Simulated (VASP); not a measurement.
Runs of VASP 6.6.1 on CsCaBr3. The structure is that of space group P4/mmm (No. 123), or close to it. The cells are those of the table. 

```tsv
cell	gap on the mesh (eV)	pressure (GPa)
a = 6.026, b = 6.026, c = 5.122 Å, 5 atoms	3.95	-0.8
a = 5.372, b = 5.372, c = 6.446 Å, 5 atoms	3.71	-0.7
a = 6.408, b = 6.408, c = 4.531 Å, 5 atoms	3.34	4.4
a = 5.086, b = 5.086, c = 7.192 Å, 5 atoms	3.16	2.8
a = 6.202, b = 6.202, c = 4.837 Å, 5 atoms	(b)	1.0
a = 5.231, b = 5.231, c = 6.800 Å, 5 atoms	3.45	(a)
```

Alike in all rows: task single point; level LDA; potentials or basis VASP PAW LDA potentials, release 64 (Cs_sv, Ca_sv, Br); no spin polarisation; k mesh 6 × 6 × 6; cutoff (eV) 520; smearing gaussian 0.05 eV.

**Question.** Fill in the values left out.

**Answer.** (a) 0.8; (b) 3.83.

Caveats: spin-orbit coupling is left out, which moves the levels of the heavy elements; the stress differs along the axes, from -3 to 4 GPa (at least some runs); the stress differs along the axes, from -4 to 1 GPa (at least some runs); the stress differs along the axes, from -4 to 22 GPa (at least some runs); the stress differs along the axes, from -4 to 6 GPa (at least some runs); the stress differs along the axes, from -4 to 11 GPa (at least some runs); the stress differs along the axes, from -4 to 3 GPa (at least some runs).

A k mesh can miss the band edges, and the runs leave out spin-orbit coupling on Br, Cs.
